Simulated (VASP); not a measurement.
# NdMo (R-3m) in VASP: a series of runs, part 2 of 3

VASP 6.6.1. Earlier steps stand in the parts before.

## Step 3: Single point, PBE (28.22 Å³/atom)

This run uses another cell than the first one, of 28.22 Å³/atom.

Input file INCAR:

```
SYSTEM = NdMo
PREC = Accurate ; ENCUT = 500
EDIFF = 1E-6 ; ISMEAR = 0
SIGMA = 0.1 ; LREAL = .False.
LASPH = .True. ; NELM = 200
ALGO = Normal ; ISIF = 2
LWAVE = .False. ; LCHARG = .True.
GGA = PE ; LELF = .True.
LVHAR = .True. ; NBANDS = 33
GGA_COMPAT = .False. ; LMAXMIX = 6
```

Input file KPOINTS:

```
regular mesh
0
Gamma
  12 12 12
  0 0 0
```

Input file POSCAR:

```
NdMo
1.0
    2.1692798719      1.2524343180      6.9243075580
   -2.1692798719      1.2524343180      6.9243075580
    0.0000000000     -2.5048686360      6.9243075580
Nd Mo
2 2
Direct
    0.0962230140      0.0962230140      0.0962230140
    0.9037769860      0.9037769860      0.9037769860
    0.6798960940      0.6798960940      0.6798960940
    0.3201039060      0.3201039060      0.3201039060
```

Potentials or basis: VASP PAW PBE potentials, release 64 (Nd_3, Mo_sv), 4f in core.

Command:

```bash
$ cat potpaw_PBE.64/Nd_3/POTCAR potpaw_PBE.64/Mo_sv/POTCAR > POTCAR
$ mpirun -np 1 vasp_std > vasp.out
```

OUTCAR:

```text
SYSTEM = NdMo
   PREC = Accurate
   ENCUT = 500
   EDIFF = 1E-6
   ISMEAR = 0
   LREAL = .False.
   LASPH = .True.
   NELM = 200
   ISIF = 2
   GGA = PE

 ion  position               nearest neighbor table
   1  0.096  0.096  0.096-   3 3.04   3 3.04   3 3.04   4 3.38   4 3.38   4 3.38
   2  0.904  0.904  0.904-   4 3.04   4 3.04   4 3.04   3 3.38   3 3.38   3 3.38
   3  0.680  0.680  0.680-   4 2.56   4 2.56   4 2.56   1 3.04   1 3.04   1 3.04   2 3.38   2 3.38
                             2 3.38
   4  0.320  0.320  0.320-   3 2.56   3 2.56   3 2.56   2 3.04   2 3.04   2 3.04   1 3.38   1 3.38
                             1 3.38

  LATTYP: Found a trigonal (rhomboedric) cell.
 ALAT       =     7.3634504168
 COS(alpha) =     0.8264204991

  Lattice vectors:

 A1 = (   2.1692798719,   1.2524343180,   6.9243075580)
 A2 = (  -2.1692798719,   1.2524343180,   6.9243075580)
 A3 = (   0.0000000000,  -2.5048686360,   6.9243075580)

Analysis of symmetry for initial positions (statically):
=====================================================================
 Subroutine PRICEL returns:
 Original cell was already a primitive cell.

 Routine SETGRP: Setting up the symmetry group for a
 trigonal (rhombohedral) supercell.

 Subroutine GETGRP returns: Found 12 space group operations
 (whereof 12 operations were pure point group operations)
 out of a pool of 12 trial point group operations.

The static configuration has the point symmetry D_3d.

Analysis of symmetry for dynamics (positions and initial velocities):
=====================================================================
 Subroutine PRICEL returns:
 Original cell was already a primitive cell.

 Routine SETGRP: Setting up the symmetry group for a
 trigonal (rhombohedral) supercell.

 Subroutine GETGRP returns: Found 12 space group operations
 (whereof 12 operations were pure point group operations)
 out of a pool of 12 trial point group operations.
[... 123 lines left out ...]
   IMIX   =      4    mixing-type and parameters
     AMIX     =   0.40;   BMIX     =  1.00
     AMIX_MAG =   1.60;   BMIX_MAG =  1.00
  volume/ion in A,a.u.               =      28.22       190.43
  Fermi-wavevector in a.u.,A,eV,Ry     =   1.247955  2.358292 21.189586  1.557391
  Thomas-Fermi vector in A             =   2.382063
   LORBIT       =      0    0 simple, 1 ext, 2 COOP (PROOUT), +10 PAW based schemes
   GGA     = PE    functional components
   LHFCALC =     F    Hartree Fock is set to
   AEXX    =    0.0000 exact exchange contribution
   IVDW    =     0    specifies the selected vdW correction
   LEPSILON=     F    determine dielectric tensor
   LRPA    =     F    only Hartree local field effects (RPA)
 non-spin polarized calculation
 Gauss-broadening in eV      SIGMA  =   0.10
  energy-cutoff  :      500.00
  volume of cell :      112.88
 maximum number of plane-waves:      2888
 NGX is ok and might be reduce to    54
   NGX = 27   NGY = 27   NGZ = 27

 number of electron      50.0000001 magnetization

 Free energy of the ion-electron system (eV)
  ---------------------------------------------------
  ext. energy  EPLUGINS =         0.00000000
  ---------------------------------------------------
  free energy    TOTEN  =       -29.96091309 eV

  energy without entropy =      -29.93758086  energy(sigma->0) =      -29.94924697

 E-fermi :   5.0008     XC(G=0): -10.2179

 val. band max:        4.9986374664   @ k =   0.3333   0.1667   0.0833
 cond. band min:       5.0051634009   @ k =  -0.2500  -0.3333   0.0833
 fundamental gap:      0.0065259344
 Fermi energy:         5.0008277966

 k-point     1 :       0.0000    0.0000    0.0000
  band No.  band energies     occupation
      1     -55.3487      2.00000
      2     -55.0140      2.00000
      3     -32.6808      2.00000
      4     -32.6476      2.00000
      5     -29.8285      2.00000
      6     -29.8285      2.00000
[... 853 lines left out ...]
     32       7.7164      0.00000
     33       8.2190      0.00000

 [... further k-points ...]

------------------------ aborting loop because EDIFF is reached ----------------------------------------

  FORCE on cell =-STRESS in cart. coord.  units (eV):
  Direction    XX          YY          ZZ          XY          YZ          ZX
  --------------------------------------------------------------------------------------
  -------------------------------------------------------------------------------------
  Total       -1.3265129     -1.3265129     -1.2864197      0.0000000     -0.0000000      0.0000000
  in kB      -18.8288549    -18.8288549    -18.2597624      0.0000000     -0.0000000      0.0000000
  external PRESSURE =     -18.6391574 kB  Pullay stress =       0.0000000 kB

 VOLUME and BASIS-vectors are now :
 -----------------------------------------------------------------------------
  energy-cutoff  :      500.00
  volume of cell :      112.88
      direct lattice vectors                 reciprocal lattice vectors
     2.169279872  1.252434318  6.924307558     0.230491237  0.133074177  0.048139591
    -2.169279872  1.252434318  6.924307558    -0.230491237  0.133074177  0.048139591
     0.000000000 -2.504868636  6.924307558     0.000000000 -0.266148355  0.048139591

 POSITION                                       TOTAL-FORCE (eV/Angst)
 -----------------------------------------------------------------------------------
      0.00000      0.00000      1.99883         0.000000     -0.000000      0.013081
      0.00000      0.00000     18.77409         0.000000      0.000000     -0.013081
      0.00000      0.00000     14.12343         0.000000      0.000000      0.035148
      0.00000      0.00000      6.64949         0.000000      0.000000     -0.035148
 -----------------------------------------------------------------------------------
    total drift:                                0.000000     -0.000000      0.000000

  FREE ENERGIE OF THE ION-ELECTRON SYSTEM (eV)
  ---------------------------------------------------
  free  energy   TOTEN  =       -29.9609130857 eV

  energy  without entropy=      -29.9375808558  energy(sigma->0) =      -29.94924697
```

It took 17 min on 1 thread of AMD EPYC 9R45 (Zen 5), shared host; peak memory 0.76 GiB.

What came out:

- Free energy: -29.9609 eV
- Pressure: -1.9 GPa
- Largest force: 0.035 eV/Å
- Band gap on the k mesh: zero (bands 25 and 26 overlap by 0.73 eV)

Forces on the atoms (eV/Å):
```
Nd   0.000  0.000  0.013
Nd   0.000  0.000 -0.013
Mo   0.000  0.000  0.035
Mo   0.000  0.000 -0.035
```

Levels at points of the mesh, in eV from the Fermi level:
```csv
k point,band 21,band 22,band 23,band 24,band 25,band 26,band 27,band 28,band 29,band 30
"(0.00, 0.00, 0.00)",-1.38,-1.12,-1.12,-0.84,-0.84,0.26,0.91,0.91,1.05,2.16
"(0.50, 0.00, 0.00)",-1.76,-1.66,-1.27,-0.60,0.14,1.14,1.17,1.48,1.63,1.92
"(0.50, 0.50, 0.00)",-1.61,-1.60,-1.39,-0.72,0.28,0.78,0.86,1.60,1.68,1.81
"(0.50, 0.50, 0.50)",-2.44,-1.05,-1.05,-0.68,-0.68,0.41,0.50,0.50,2.30,2.63
```

Caveat: spin-orbit coupling is left out, which moves the levels of the heavy elements; the 4f electrons are frozen in the core, so they carry no moment and show no levels. Spin polarisation is off, so any magnetic state and its effect on volume and gap are missing.

## Step 4: Relaxation of shape and atoms at fixed volume, PBE (25.02 Å³/atom)

This run uses another cell than the first one, of 25.02 Å³/atom.

Input file INCAR:

```
SYSTEM = NdMo
PREC = Accurate
ENCUT = 500
EDIFF = 1E-7
ISMEAR = 0
SIGMA = 0.1
LREAL = .False.
LASPH = .True.
NELM = 200
ALGO = Normal
ISIF = 4
LWAVE = .False.
LCHARG = .False.
GGA = PE
IBRION = 2
NSW = 50
EDIFFG = -0.01
GGA_COMPAT = .False.
NELMIN = 4
LMAXMIX = 6
```

Input file KPOINTS:

```
Automatic mesh
0
Gamma
  12 12 12
  0 0 0
```

Input file POSCAR:

```
NdMo
1.0
    2.1263644643      1.2276570958      6.3907834198
   -2.1263644643      1.2276570958      6.3907834198
    0.0000000000     -2.4553141916      6.3907834198
Nd Mo
2 2
Direct
    0.1012569388      0.1012569388      0.1012569388
    0.8987430612      0.8987430612      0.8987430612
    0.6810737459      0.6810737459      0.6810737459
    0.3189262541      0.3189262541      0.3189262541
```

Command:

```bash
$ cat potpaw_PBE.64/Nd_3/POTCAR potpaw_PBE.64/Mo_sv/POTCAR > POTCAR
$ mpirun -np 1 vasp_std > vasp.out
```

Wall time 38 min (1 thread of AMD EPYC 9R45 (Zen 5), shared host); peak memory 0.67 GiB.

The run converged. Its results:

| Quantity | Value |
| --- | --- |
| Free energy | -29.9322 eV |
| Energy gained by relaxing | 3.5 meV/atom |
| Ionic steps | 5 |
| Pressure after relaxing | 3.4 GPa |
| Band gap on the k mesh | zero (bands 25 and 26 overlap by 0.99 eV) |

The path:
| step | energy change (eV) | largest force (eV/Å) | pressure (GPa) | volume (Å³) |
| --- | --- | --- | --- | --- |
| 1 | 0.0000 | 0.2749 | 4.71 | 100.10 |
| 2 | -0.0093 | 0.1525 | 4.12 | 100.10 |
| 3 | -0.0124 | 0.1045 | 3.57 | 100.10 |
| 4 | -0.0136 | 0.0460 | 3.48 | 100.10 |
| 5 | -0.0139 | 0.0003 | 3.41 | 100.10 |

Final structure:
```
Nd Mo
1.0
     2.14051    1.23583    6.30657
    -2.14051    1.23583    6.30657
     0.00000   -2.47165    6.30657
Nd Mo
2 2
Direct
  0.10298 0.10298 0.10298
  0.89702 0.89702 0.89702
  0.68142 0.68142 0.68142
  0.31858 0.31858 0.31858
```

Levels at points of the mesh, in eV from the Fermi level:
```csv
k point,band 22,band 23,band 24,band 25,band 26,band 27,band 28,band 29
"(0.00, 0.00, 0.00)",-1.25,-1.25,-1.01,-1.01,0.14,0.95,0.95,2.02
"(0.50, 0.00, 0.00)",-1.73,-1.32,-0.83,0.30,1.14,1.48,1.55,1.73
"(0.50, 0.50, 0.00)",-1.66,-1.41,-0.70,0.46,0.57,0.97,1.80,1.87
"(0.50, 0.50, 0.50)",-1.13,-1.13,-0.62,-0.62,0.24,0.24,0.41,2.58
```

Caveat: spin-orbit coupling is left out, which moves the levels of the heavy elements; the 4f electrons are frozen in the core, so they carry no moment and show no levels. Spin polarisation is off, so any magnetic state and its effect on volume and gap are missing.

(Continued in part 3 of 3.)
